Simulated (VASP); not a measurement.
# CO2 (Pa-3) in VASP: settings compared, part 2 of 2

VASP 6.6.1.

## 5. Relaxation of cell and atoms, PBE+D3(BJ)

This run uses another cell than the first one, of 14.79 Å³/atom.

INCAR

```
PREC = Accurate ; ENCUT = 600
EDIFF = 1E-6 ; ISMEAR = -1
SIGMA = 0.02 ; LREAL = F
LASPH = T ; NELM = 60
ALGO = Normal ; ISIF = 3
LWAVE = F ; LCHARG = F
GGA = PE ; IVDW = 12
IBRION = 2 ; NSW = 80
EDIFFG = -0.005
```

KPOINTS

```
Automatic mesh
0
Gamma
  4 4 4
```

POSCAR

```
CO2
1.0
    5.6200000000      0.0000000000      0.0000000000
    0.0000000000      5.6200000000      0.0000000000
    0.0000000000      0.0000000000      5.6200000000
C O
4 8
Direct
    0.0000000000      0.0000000000      0.0000000000
    0.5000000000      0.0000000000      0.5000000000
    0.5000000000      0.5000000000      0.0000000000
    0.0000000000      0.5000000000      0.5000000000
    0.1670000000      0.1670000000      0.1670000000
    0.3330000000      0.8330000000      0.6670000000
    0.6670000000      0.3330000000      0.8330000000
    0.8330000000      0.6670000000      0.3330000000
    0.8330000000      0.8330000000      0.8330000000
    0.6670000000      0.1670000000      0.3330000000
    0.3330000000      0.6670000000      0.1670000000
    0.1670000000      0.3330000000      0.6670000000
```

Potentials or basis: VASP PAW PBE potentials, release 64 (C, O).

Command:

```console
$ cat potpaw_PBE.64/C/POTCAR potpaw_PBE.64/O/POTCAR > POTCAR
$ mpirun -np 1 vasp_std > vasp.out
```

OUTCAR:

```text
PREC = Accurate
   ENCUT = 600
   EDIFF = 1E-6
   ISMEAR = -1
   LREAL = F
   LASPH = T
   NELM = 60
   ISIF = 3
   GGA = PE
   IVDW = 12
   IBRION = 2
   NSW = 80
   EDIFFG = -0.005
 IVDW          = 12

 ion  position               nearest neighbor table
   1  0.000  0.000  0.000-   5 1.63   9 1.63
   2  0.500  0.000  0.500-   6 1.63  10 1.63
   3  0.500  0.500  0.000-   7 1.63  11 1.63
   4  0.000  0.500  0.500-   8 1.63  12 1.63
   5  0.167  0.167  0.167-   1 1.63
   6  0.333  0.833  0.667-   2 1.63
   7  0.667  0.333  0.833-   3 1.63
   8  0.833  0.667  0.333-   4 1.63
   9  0.833  0.833  0.833-   1 1.63
  10  0.667  0.167  0.333-   2 1.63
  11  0.333  0.667  0.167-   3 1.63
  12  0.167  0.333  0.667-   4 1.63

  LATTYP: Found a simple cubic cell.
 ALAT       =     5.6200000000

  Lattice vectors:

 A1 = (   5.6200000000,   0.0000000000,   0.0000000000)
[... 347 lines left out ...]
      5     -20.8678      2.00000
      6     -20.8678      2.00000
[... 451 lines left out ...]
     38       9.2825      0.00000
     39       9.2825      0.00000

[... ionic steps 4 to 20 ...]

--------------------------------------- Ionic step       21  -------------------------------------------

 number of electron      63.9999971 magnetization

------------------------ aborting loop because EDIFF is reached ----------------------------------------
[... 95 lines left out ...]
--------------------------------------- Ionic step       23  -------------------------------------------

 number of electron      63.9999969 magnetization

 Free energy of the ion-electron system (eV)
  ---------------------------------------------------
  ext. energy  EPLUGINS =         0.00000000
  ---------------------------------------------------
  free energy    TOTEN  =       -92.17998735 eV

  energy without entropy =      -92.17998735  energy(sigma->0) =      -92.17998735

 E-fermi :  -3.2099     XC(G=0):  -7.8583

 val. band max:       -3.6481069123   @ k =   0.0000   0.0000   0.0000
 cond. band min:       3.0687416806   @ k =   0.0000   0.0000   0.0000
 fundamental gap:      6.7168485929
 Fermi energy:        -3.2098971820

 k-point     1 :       0.0000    0.0000    0.0000
  band No.  band energies     occupation
      1     -24.1801      2.00000
      2     -23.9706      2.00000
      3     -23.9706      2.00000
      4     -23.9706      2.00000
      5     -23.0406      2.00000
      6     -23.0406      2.00000
[... 494 lines left out ...]
  FREE ENERGIE OF THE ION-ELECTRON SYSTEM (eV)
  ---------------------------------------------------
  free  energy   TOTEN  =       -93.0183316657 eV

  energy  without entropy=      -93.0183316657  energy(sigma->0) =      -93.01833167

 reached required accuracy - stopping structural energy minimisation
```

OSZICAR:

```text
N       E                     dE             d eps       ncg     rms          rms(c)
DAV:   1     0.395548524492E+03    0.39555E+03   -0.35386E+04   858   0.167E+03
DAV:   2    -0.294415663513E+02   -0.42499E+03   -0.40130E+03  1092   0.322E+02
DAV:   3    -0.654401766823E+02   -0.35999E+02   -0.35652E+02   969   0.963E+01
[... 240 lines left out ...]
       N       E                     dE             d eps       ncg     rms          rms(c)
DAV:   1    -0.921800304177E+02   -0.36338E-03   -0.22772E-03   872   0.288E-01    0.483E-02
DAV:   2    -0.921799926252E+02    0.37793E-04   -0.16765E-04   886   0.718E-02    0.125E-02
DAV:   3    -0.921799881390E+02    0.44862E-05   -0.78879E-06   949   0.162E-02    0.543E-03
DAV:   4    -0.921799873550E+02    0.78402E-06   -0.42536E-06   766   0.103E-02
  23 F= -.93018332E+02 E0= -.93018332E+02  d E =-.192377E-03
```

CONTCAR:

```text
CO2
   1.00000000000000
     5.6187410262731605   -0.0000000000000000    0.0000000000000000
    -0.0000000000000000    5.6187410262731596   -0.0000000000000000
     0.0000000000000000    0.0000000000000000    5.6187410262731605
  C               O
     4     8
Direct
     0.0000000000000000    0.0000000000000000    0.0000000000000000
     0.5000000000000000    0.0000000000000000    0.5000000000000000
     0.5000000000000000    0.5000000000000000    0.0000000000000000
     0.0000000000000000    0.5000000000000000    0.5000000000000000
     0.1206615763197746    0.1206615763197745    0.1206615763197745
     0.3793384236802256    0.8793384236802253    0.6206615763197747
     0.6206615763197747    0.3793384236802256    0.8793384236802253
     0.8793384236802253    0.6206615763197747    0.3793384236802256
     0.8793384236802253    0.8793384236802253    0.8793384236802253
     0.6206615763197747    0.1206615763197746    0.3793384236802256
     0.3793384236802256    0.6206615763197747    0.1206615763197745
     0.1206615763197745    0.3793384236802256    0.6206615763197747

  0.00000000E+00  0.00000000E+00  0.00000000E+00
  0.00000000E+00  0.00000000E+00  0.00000000E+00
  0.00000000E+00  0.00000000E+00  0.00000000E+00
  0.00000000E+00  0.00000000E+00  0.00000000E+00
  0.00000000E+00  0.00000000E+00  0.00000000E+00
  0.00000000E+00  0.00000000E+00  0.00000000E+00
  0.00000000E+00  0.00000000E+00  0.00000000E+00
  0.00000000E+00  0.00000000E+00  0.00000000E+00
  0.00000000E+00  0.00000000E+00  0.00000000E+00
  0.00000000E+00  0.00000000E+00  0.00000000E+00
  0.00000000E+00  0.00000000E+00  0.00000000E+00
  0.00000000E+00  0.00000000E+00  0.00000000E+00
```

Wall time 13 min (1 thread of Intel Xeon 6975P-C (Granite Rapids), shared host); peak memory 0.38 GiB.

What came out:

| Quantity | Value |
| --- | --- |
| Free energy | -93.0183 eV |
| Relaxed volume | 14.78 Å³/atom |
| Relaxed cell | a = 5.619 Å, b = 5.619 Å, c = 5.619 Å, α = 90.00°, β = 90.00°, γ = 90.00° |
| Space group after relaxing (to 0.1 Å) | Pa-3 (No. 205) |
| Energy gained by relaxing | 2686.2 meV/atom |
| Ionic steps | 23 |
| Pressure after relaxing | 0.0 GPa |
| Band gap on the k mesh | 6.72 eV |
| Dispersion energy per atom | -0.070 eV |

Step by step:
| step | energy change (eV) | largest force (eV/Å) | pressure (GPa) | volume (Å³) |
| --- | --- | --- | --- | --- |
| 1 | 0.0000 | 9.8670 | -38.50 | 177.50 |
| 2 | 3.9998 | 49.4855 | 215.88 | 100.95 |
| 3 | -4.8481 | 10.4455 | -41.18 | 160.95 |
| 4 | -14.5324 | 11.0749 | -40.85 | 148.02 |
| 5 | -30.1798 | 4.3739 | -6.16 | 122.99 |
| 6 | -29.7221 | 4.4979 | 33.80 | 114.36 |
| 7 | -30.7173 | 1.5833 | 6.63 | 119.55 |
| 8 | -30.7215 | 0.5880 | 11.13 | 118.54 |
| 9 | -31.1475 | 2.2341 | 16.98 | 127.02 |
| 10 | -31.1478 | 2.5091 | 17.58 | 127.81 |
| 11 | -31.3368 | 2.1170 | 15.02 | 130.41 |
| 12 | -31.7619 | 1.0114 | 8.39 | 138.44 |
| 13 | -32.0997 | 0.9211 | -1.12 | 155.46 |
| 14 | -32.1026 | 1.0601 | -1.70 | 156.82 |
| 15 | -32.1536 | 0.7264 | -0.96 | 159.85 |
| 16 | -32.2144 | 0.0708 | 0.86 | 166.73 |
| 17 | -32.2182 | 0.3574 | 1.51 | 169.14 |
| 18 | -32.2299 | 0.1679 | 0.73 | 172.67 |
| 19 | -32.2347 | 0.0335 | -0.03 | 176.58 |
| 20 | -32.2347 | 0.0550 | -0.12 | 177.01 |
| 21 | -32.2347 | 0.0477 | -0.09 | 176.85 |
| 22 | -32.2349 | 0.0062 | -0.01 | 177.33 |
| 23 | -32.2349 | 0.0018 | 0.01 | 177.39 |

Final structure:
```cif
data_structure
_symmetry_space_group_name_H-M 'P 1'
_symmetry_Int_Tables_number 1
_cell_length_a 5.6187
_cell_length_b 5.6187
_cell_length_c 5.6187
_cell_angle_alpha 90.000
_cell_angle_beta 90.000
_cell_angle_gamma 90.000
_cell_volume 177.39
loop_
_atom_site_label
_atom_site_type_symbol
_atom_site_fract_x
_atom_site_fract_y
_atom_site_fract_z
_atom_site_occupancy
C1 C 0.00000 0.00000 0.00000 1
C2 C 0.50000 0.00000 0.50000 1
C3 C 0.50000 0.50000 0.00000 1
C4 C 0.00000 0.50000 0.50000 1
O1 O 0.12066 0.12066 0.12066 1
O2 O 0.37934 0.87934 0.62066 1
O3 O 0.62066 0.37934 0.87934 1
O4 O 0.87934 0.62066 0.37934 1
O5 O 0.87934 0.87934 0.87934 1
O6 O 0.62066 0.12066 0.37934 1
O7 O 0.37934 0.62066 0.12066 1
O8 O 0.12066 0.37934 0.62066 1
```

Levels at points of the mesh, in eV from the valence-band top:
```
           k point  band 30  band 31  band 32  band 33  band 34  band 35
(0.00, 0.00, 0.00)    -0.19     0.00     0.00     6.72     7.91     7.91
(0.50, 0.00, 0.00)    -0.30    -0.07    -0.07     7.85     7.85     8.06
(0.50, 0.50, 0.00)    -0.27    -0.27    -0.27     7.84     7.84     7.84
(0.50, 0.50, 0.50)    -0.31    -0.31    -0.31     7.84     7.84     7.84
```

## 6. Single point, r2SCAN

This run uses another cell than the first one, of 13.43 Å³/atom.

POSCAR

```
CO2
1.0
    5.4422668343      0.0000000000      0.0000000000
    0.0000000000      5.4422668343      0.0000000000
    0.0000000000      0.0000000000      5.4422668343
C O
4 8
Direct
    0.0000000000      0.0000000000      0.0000000000
    0.5000000000      0.0000000000      0.5000000000
    0.5000000000      0.5000000000      0.0000000000
    0.0000000000      0.5000000000      0.5000000000
    0.1230864356      0.1230864356      0.1230864356
    0.3769135644      0.8769135644      0.6230864356
    0.6230864356      0.3769135644      0.8769135644
    0.8769135644      0.6230864356      0.3769135644
    0.8769135644      0.8769135644      0.8769135644
    0.6230864356      0.1230864356      0.3769135644
    0.3769135644      0.6230864356      0.1230864356
    0.1230864356      0.3769135644      0.6230864356
```

INCAR.step1

```
PREC = Accurate
ENCUT = 520
ISMEAR = 0
SIGMA = 0.01
LREAL = False
LASPH = True
NELM = 80
NBANDS = 44
GGA = PE
ALGO = Normal
EDIFF = 1E-4
LWAVE = True
LCHARG = False
```

INCAR.step2

```
PREC = Accurate
ENCUT = 520
EDIFF = 1E-6
ISMEAR = 0
SIGMA = 0.01
LREAL = False
LASPH = True
NELM = 80
ALGO = Normal
ISIF = 2
LWAVE = False
LCHARG = False
METAGGA = R2SCAN
LMIXTAU = True
NBANDS = 44
ISTART = 1
```

KPOINTS

```
regular mesh
0
Gamma
  6 6 6
```

Potentials or basis: VASP PAW PBE potentials, release 64 (C, O).

Command:

```console
$ cat potpaw_PBE.64/C/POTCAR potpaw_PBE.64/O/POTCAR > POTCAR
$ cp INCAR.step1 INCAR
$ mpirun -np 1 vasp_std > vasp.out
$ cp INCAR.step2 INCAR
$ mpirun -np 1 vasp_std > vasp.out
```

Run time: 4 min. Hardware: 1 thread of Intel Xeon 6975P-C (Granite Rapids), shared host; peak memory 0.31 GiB.

The run converged. Its results:

| Property | Result |
| --- | --- |
| Free energy | -103.0188 eV |
| Pressure | 2.6 GPa |
| Largest force | 0.707 eV/Å |
| Band gap on the k mesh | 7.57 eV |

Forces on the atoms (eV/Å):
```
C    0.000  0.000  0.000
C    0.000  0.000  0.000
C    0.000  0.000  0.000
C    0.000  0.000  0.000
O    0.408  0.408  0.408
O   -0.408 -0.408  0.408
O    0.408 -0.408 -0.408
O   -0.408  0.408 -0.408
O   -0.408 -0.408 -0.408
O    0.408  0.408 -0.408
O   -0.408  0.408  0.408
O    0.408 -0.408  0.408
```

Levels at points of the mesh, in eV from the valence-band top:
| k point | band 29 | band 30 | band 31 | band 32 | band 33 | band 34 | band 35 | band 36 |
| --- | --- | --- | --- | --- | --- | --- | --- | --- |
| (0.00, 0.00, 0.00) | -0.24 | -0.24 | 0.00 | 0.00 | 7.57 | 8.73 | 8.73 | 8.73 |
| (0.50, 0.00, 0.00) | -0.37 | -0.37 | -0.09 | -0.09 | 8.66 | 8.66 | 8.94 | 8.94 |
| (0.50, 0.50, 0.00) | -0.33 | -0.33 | -0.33 | -0.33 | 8.65 | 8.65 | 8.65 | 8.65 |
| (0.50, 0.50, 0.50) | -0.39 | -0.39 | -0.39 | -0.39 | 8.64 | 8.64 | 8.64 | 8.64 |

Caveat: the PAW data sets were made with another functional, which shifts forces and pressure a little. r2SCAN opens gaps a little over a GGA but as a rule still falls short of measured ones.

## 7. Summary

```tsv
task	level	cell	k mesh	cutoff (eV)	smearing	gap on the mesh (eV)	pressure (GPa)	largest force (eV/Å)
single point	PBE+D3(BJ)	a = 5.710 Å, 12 atoms, atomic positions A	4 × 4 × 4	520	fermi-dirac 0.02 eV	6.73	1.5	0.63
single point	r2SCAN+rVV10	a = 5.442 Å, 12 atoms, atomic positions B	4 × 4 × 4	520	fermi-dirac 0.02 eV	7.48	2.0	0.79
single point	PBE	a = 5.442 Å, 12 atoms, atomic positions B	6 × 6 × 6	520	fermi-dirac 0.02 eV	6.95	6.7	1.44
relaxation of cell and atoms	PBE+D3(BJ)	relaxed from a = 5.620 Å, 12 atoms, atomic positions C	4 × 4 × 4	600	fermi-dirac 0.02 eV	6.72	0.0	-
single point	r2SCAN	a = 5.442 Å, 12 atoms, atomic positions B	6 × 6 × 6	520	gaussian 0.01 eV	7.57	2.6	0.71
```

Alike in all rows: potentials or basis VASP PAW PBE potentials, release 64 (C, O); no spin polarisation.

Caveats: the PAW data sets were made with another functional, which shifts forces and pressure a little (at least some runs); the cell stands under pressure (at least some runs); this functional lacks dispersion, which holds the molecules together, so the pressure and a relaxed volume are unreliable (at least some runs); forces of over 1 eV/Å act on the atoms, so gaps and moduli don't describe the material at rest (at least some runs).

Absolute energies hang on the potentials; compare differences alone.
